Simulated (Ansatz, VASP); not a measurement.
## One calculation of C, two programs

File INCAR:

```
PREC     = Accurate       # precision mode
ENCUT    = 520            # plane-wave cutoff, eV
EDIFF    = 1E-6           # SCF threshold, eV
ISMEAR   = -1             # smearing method
SIGMA    = 0.05           # smearing width, eV
LREAL    = False          # projectors in reciprocal space
LASPH    = True           # aspherical terms in the spheres
NELM     = 80             # most SCF steps
ALGO     = Normal         # electronic algorithm
ISIF     = 2              # what is computed and relaxed
LWAVE    = False          # write WAVECAR
LCHARG   = True           # write CHGCAR
GGA      = PS             # functional
LELF     = True           # ELF
LVHAR    = True         
NBANDS   = 16             # bands
```

KPOINTS

```
regular mesh
0
Gamma
  12 12 2
```

Contents of POSCAR:

```
C
1.0
    2.4060863447      0.0000000000      0.0000000000
   -1.2030431724      2.0837318983      0.0000000000
    0.0000000000      0.0000000000     23.6412921296
C
4
Direct
    0.6666666667      0.3333333333      0.5704754400
    0.3333333333      0.6666666667      0.4295245600
    0.0000000000      0.0000000000      0.4295312300
    0.0000000000      0.0000000000      0.5704687700
```

Contents of input.yaml:

```yaml
crystal:
  lattice:
    - [2.4060863447, 0.0, 0.0]
    - [-1.2030431724, 2.0837318983, 0.0]
    - [0.0, 0.0, 23.6412921296]
  atoms:
    - { symbol: C, position: [0.6666666667, 0.3333333333, 0.57047544] }
    - { symbol: C, position: [0.3333333333, 0.6666666667, 0.42952456] }
    - { symbol: C, position: [0.0, 0.0, 0.42953123] }
    - { symbol: C, position: [0.0, 0.0, 0.57046877] }
kpoints:
  mp_grid: { grid: [12, 12, 2] }
scf:
  occupations: { method: fermi_dirac, width: 0.05 }
hamiltonian:
  xc: pbesol
  pseudopotentials: { kind: all_electron, lapw: { basis_error: 0.002 } }
output:
  forces: true
  stress: true
  eigenvalues: true
```

Change from the starting cell: volume scaled by 0.94.

Alike in both runs: task single point; functional PBEsol; k mesh 12 × 12 × 2; occupations fermi-dirac, width 0.05 eV; no spin polarisation.

|  | VASP | Ansatz |
| --- | --- | --- |
| version | VASP 6.6.1 | Ansatz 0.2.0 |
| potentials or method | VASP PAW PBE potentials, release 64 (C), cutoff 520 eV | all-electron LAPW, scalar-relativistic |

|  | VASP | Ansatz | Ansatz less VASP |
| --- | --- | --- | --- |
| gap on the k mesh at the Fermi level (eV) | none | none | - |
| rms of the force components (eV/Å) | 0.013 | 0.013 | -0.0001 |

VASP's potentials were made for PBE, not for PBEsol. Atom by atom the forces differ by 0.000 eV/Å (rms over components). A gap of «none» marks a metal or a gap that the smearing closes. Ansatz ran all-electron here, and VASP with PAW potentials.
